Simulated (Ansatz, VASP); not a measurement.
**Pt in VASP and in Ansatz**

File POSCAR:

```
Pt
1.0
   -1.5694863909      1.5694863909      1.5694863909
    1.5694863909     -1.5694863909      1.5694863909
    1.5694863909      1.5694863909     -1.5694863909
Pt
1
Direct
    0.0000000000      0.0000000000      0.0000000000
```

File INCAR.step1:

```
SYSTEM = Pt
  ALGO = Normal
  EDIFF = 1E-4
  ENCUT = 520
  GGA = PE
  ISMEAR = 0
  LASPH = .True.
  LCHARG = .False.
  LREAL = .False.
  LWAVE = .True.
  NBANDS = 11
  NELM = 100
  PREC = Accurate
  SIGMA = 0.15
```

File INCAR.step2:

```
SYSTEM = Pt
  ALGO = Normal
  EDIFF = 1E-7
  ENCUT = 520
  ISIF = 2
  ISMEAR = 0
  ISTART = 1
  LASPH = .True.
  LCHARG = .False.
  LMIXTAU = .True.
  LREAL = .False.
  LWAVE = .False.
  METAGGA = R2SCAN
  NBANDS = 11
  NELM = 100
  PREC = Accurate
  SIGMA = 0.15
```

KPOINTS

```
k-points
0
Gamma
  26 26 26
  0 0 0
```

Input for Ansatz:

```yaml
crystal:
  lattice:
    - [-1.5694863909, 1.5694863909, 1.5694863909]
    - [1.5694863909, -1.5694863909, 1.5694863909]
    - [1.5694863909, 1.5694863909, -1.5694863909]
  atoms:
    - { symbol: Pt, position: [0.0, 0.0, 0.0] }
basis:
  ecutwfc: 500
kpoints:
  mp_grid: { grid: [26, 26, 26] }
hamiltonian:
  xc: r2scan
scf:
  occupations: { method: gaussian, width: 0.15 }
output:
  forces: true
  stress: true
  eigenvalues: true
```

Alike in both runs: task single point; functional r2SCAN; k mesh 26 × 26 × 26; occupations gaussian, width 0.15 eV; no spin polarisation.

|  | VASP | Ansatz |
| --- | --- | --- |
| version | VASP 6.6.1 | Ansatz 0.2.0 |
| potentials or method | VASP PAW PBE potentials, release 64 (Pt), cutoff 520 eV | scalar-relativistic, plane waves, PAW |
| valence electrons in the cell | 10 | 18 |

Ansatz gave:

- gap on the k mesh at the Fermi level (eV): none
- pressure (GPa): 0.2

**Question.** Estimate VASP's values.

**Answer.** gap on the k mesh at the Fermi level (eV): none; pressure (GPa): 0.8.

VASP's potentials were made for PBE, not for r2SCAN. A gap of «none» marks a metal or a gap that the smearing closes. With one functional, cell and mesh, what is left measures potentials, basis and numerics. VASP's potentials hold 10 valence electrons a cell and Ansatz's 18, so a difference there can come from the potentials and not from the codes.

Spin-orbit coupling is off throughout.
